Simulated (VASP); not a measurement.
# CdI2 (P-3m1) in VASP: notebook, part 2 of 2

VASP 6.6.1.

### Step 3. Single point, PBE+D4

The input, INCAR:

```
SYSTEM = CdI2
PREC = Accurate
ENCUT = 500
EDIFF = 1E-6
ISMEAR = -1
SIGMA = 0.02
LREAL = .False.
LASPH = .True.
NELM = 120
ALGO = Normal
ISIF = 2
LWAVE = .False.
LCHARG = .False.
GGA = PE
IVDW = 13
NBANDS = 20
GGA_COMPAT = .False.
```

The input, KPOINTS:

```
Automatic mesh
0
Gamma
  6 6 4
  0 0 0
```

The input, POSCAR:

```
CdI2
1.0
    4.2405319338      0.0000000000      0.0000000000
   -2.1202659669      3.6724083802      0.0000000000
    0.0000000000      0.0000000000      6.8236307665
Cd I
1 2
Direct
    0.0000000000      0.0000000000      0.0000000000
    0.3333333333      0.6666666667      0.2534768891
    0.6666666667      0.3333333333      0.7465231109
```

Potentials or basis: VASP PAW PBE potentials, release 64 (Cd, I).

On the command line:

```
> cat potpaw_PBE.64/Cd/POTCAR potpaw_PBE.64/I/POTCAR > POTCAR
> mpirun -np 1 vasp_std > vasp.out
```

OUTCAR:

```text
SYSTEM = CdI2
   PREC = Accurate
   ENCUT = 500
   EDIFF = 1E-6
   ISMEAR = -1
   LREAL = .False.
   LASPH = .True.
   NELM = 120
   ISIF = 2
   GGA = PE
   IVDW = 13

 ion  position               nearest neighbor table
   1  0.000  0.000  0.000-   2 3.00   3 3.00   2 3.00   3 3.00   3 3.00   2 3.00
   2  0.333  0.667  0.253-   1 3.00   1 3.00   1 3.00
   3  0.667  0.333  0.747-   1 3.00   1 3.00   1 3.00

  LATTYP: Found a hexagonal cell.
 ALAT       =     4.2405319338
 C/A-ratio  =     1.6091450019

  Lattice vectors:

 A1 = (   4.2405319338,   0.0000000000,   0.0000000000)
 A2 = (  -2.1202659669,   3.6724083802,   0.0000000000)
 A3 = (   0.0000000000,   0.0000000000,   6.8236307665)

Analysis of symmetry for initial positions (statically):
=====================================================================
 Subroutine PRICEL returns:
 Original cell was already a primitive cell.

 Routine SETGRP: Setting up the symmetry group for a
 hexagonal supercell.

 Subroutine GETGRP returns: Found 12 space group operations
 (whereof 12 operations were pure point group operations)
 out of a pool of 24 trial point group operations.

The static configuration has the point symmetry D_3d.

Analysis of symmetry for dynamics (positions and initial velocities):
=====================================================================
 Subroutine PRICEL returns:
 Original cell was already a primitive cell.

 Routine SETGRP: Setting up the symmetry group for a
 hexagonal supercell.

 Subroutine GETGRP returns: Found 12 space group operations
 (whereof 12 operations were pure point group operations)
 out of a pool of 24 trial point group operations.

The dynamic configuration has the point symmetry D_3d.

 Subroutine INISYM returns: Found 12 space group operations
 (whereof 12 operations are pure point group operations),
 and found     1 'primitive' translations

----------------------------------------------------------------------------------------

                                     Primitive cell

[... 110 lines left out ...]
     AMIX     =   0.40;   BMIX     =  1.00
     AMIX_MAG =   1.60;   BMIX_MAG =  1.00
  volume/ion in A,a.u.               =      35.42       239.04
  Fermi-wavevector in a.u.,A,eV,Ry     =   1.023930  1.934947 14.264797  1.048433
  Thomas-Fermi vector in A             =   2.157690
   LORBIT       =      0    0 simple, 1 ext, 2 COOP (PROOUT), +10 PAW based schemes
   GGA     = PE    functional components
   LHFCALC =     F    Hartree Fock is set to
   AEXX    =    0.0000 exact exchange contribution
   IVDW    =    13    specifies the selected vdW correction
   LEPSILON=     F    determine dielectric tensor
   LRPA    =     F    only Hartree local field effects (RPA)
 non-spin polarized calculation
  energy-cutoff  :      500.00
  volume of cell :      106.26
 maximum number of plane-waves:      2719
 NGX is ok and might be reduce to    32
   NGX = 15   NGY = 15   NGZ = 25

 number of electron      25.9999994 magnetization

 Free energy of the ion-electron system (eV)
  ---------------------------------------------------
  ext. energy  EPLUGINS =         0.00000000
  ---------------------------------------------------
  free energy    TOTEN  =        -5.48132815 eV

  energy without entropy =       -5.48132815  energy(sigma->0) =       -5.48132815

 E-fermi :   2.5632     XC(G=0):  -8.6180

 val. band max:        2.0902835362   @ k =   0.0000   0.0000   0.5000
 cond. band min:       4.4289662718   @ k =   0.5000   0.0000   0.5000
 fundamental gap:      2.3386827356
 Fermi energy:         2.5631971217

 k-point     1 :       0.0000    0.0000    0.0000
  band No.  band energies     occupation
      1     -10.0362      2.00000
      2      -9.3202      2.00000
      3      -5.5026      2.00000
      4      -5.5026      2.00000
      5      -5.3915      2.00000
      6      -5.3096      2.00000
[... 541 lines left out ...]
     19      11.1249      0.00000
     20      11.1249      0.00000

------------------------ aborting loop because EDIFF is reached ----------------------------------------

  DFT-D4 for vdW energy calculation

  Edisp (eV):   -1.07541

  FORCE on cell =-STRESS in cart. coord.  units (eV):
  Direction    XX          YY          ZZ          XY          YZ          ZX
  --------------------------------------------------------------------------------------
  -------------------------------------------------------------------------------------
  Total       0.07944     0.07944     0.04854    -0.00000     0.00000    -0.00000
  in kB       1.19780     1.19780     0.73190    -0.00000     0.00000    -0.00000
  external pressure =        1.04 kB  Pullay stress =        0.00 kB

 VOLUME and BASIS-vectors are now :
 -----------------------------------------------------------------------------
  energy-cutoff  :      500.00
  volume of cell :      106.26
      direct lattice vectors                 reciprocal lattice vectors
     4.240531934  0.000000000  0.000000000     0.235819472  0.136150435  0.000000000
    -2.120265967  3.672408380  0.000000000     0.000000000  0.272300871  0.000000000
     0.000000000  0.000000000  6.823630767     0.000000000  0.000000000  0.146549547

 POSITION                                       TOTAL-FORCE (eV/Angst)
 -----------------------------------------------------------------------------------
      0.00000      0.00000      0.00000         0.000000      0.000000     -0.000000
     -0.00000      2.44827      1.72963        -0.000000      0.000000      0.020350
      2.12027      1.22414      5.09400         0.000000      0.000000     -0.020350
 -----------------------------------------------------------------------------------
    total drift:                                0.000000     -0.000000      0.000000

  FREE ENERGIE OF THE ION-ELECTRON SYSTEM (eV)
  ---------------------------------------------------
  free  energy   TOTEN  =        -6.5567351115 eV

  energy  without entropy=       -6.5567351115  energy(sigma->0) =       -6.55673511
```

OSZICAR:

```text
N       E                     dE             d eps       ncg     rms          rms(c)
DAV:   1     0.160916124640E+03    0.16092E+03   -0.11265E+04   960   0.107E+03
DAV:   2     0.399067793232E+01   -0.15693E+03   -0.15154E+03  1156   0.247E+02
DAV:   3    -0.565660419393E+01   -0.96473E+01   -0.96100E+01  1140   0.610E+01
DAV:   4    -0.581293528095E+01   -0.15633E+00   -0.15631E+00  1260   0.754E+00
DAV:   5    -0.581462460721E+01   -0.16893E-02   -0.16893E-02  1168   0.762E-01    0.626E+00
DAV:   6    -0.550607118191E+01    0.30855E+00   -0.56398E-01  1020   0.752E+00    0.524E+00
DAV:   7    -0.548142000866E+01    0.24651E-01   -0.19042E-01  1084   0.265E+00    0.215E+00
DAV:   8    -0.548138038872E+01    0.39620E-04   -0.24064E-02  1080   0.166E+00    0.405E-01
DAV:   9    -0.548129984513E+01    0.80544E-04   -0.25505E-03  1116   0.528E-01    0.128E-01
DAV:  10    -0.548131841797E+01   -0.18573E-04   -0.30732E-04  1096   0.175E-01    0.376E-02
DAV:  11    -0.548132768233E+01   -0.92644E-05   -0.34120E-05  1104   0.488E-02    0.199E-02
DAV:  12    -0.548132814585E+01   -0.46352E-06   -0.35212E-06  1092   0.188E-02
   1 F= -.65567351E+01 E0= -.65567351E+01  d E =-.347601E-11
```

stdout:

```text
POSCAR found type information on POSCAR CdI
 POSCAR found :  2 types and       3 ions
 scaLAPACK will be used
 LDA part: xc-table for (Slater+PW92), standard interpolation
 POSCAR, INCAR and KPOINTS ok, starting setup
 FFT: planning ... GRIDC
 FFT: planning ... GRID_SOFT
 FFT: planning ... GRID
 WAVECAR not read
 entering main loop
```

Wall time 80 s (1 thread of AMD EPYC, shared host); peak memory 0.2 GiB.

What came out:

```
Free energy                : -6.5567 eV
Pressure                   : 0.1 GPa
Largest force              : 0.020 eV/Å
Band gap on the k mesh     : 2.34 eV (least direct gap 2.56 eV)
Dispersion energy per atom : -0.358 eV
```

Forces in eV/Å, atoms in the order of the input:
```
Cd   0.000  0.000  0.000
I    0.000  0.000  0.020
I    0.000  0.000 -0.020
```

Caveat: spin-orbit coupling is left out, which moves the levels of the heavy elements.
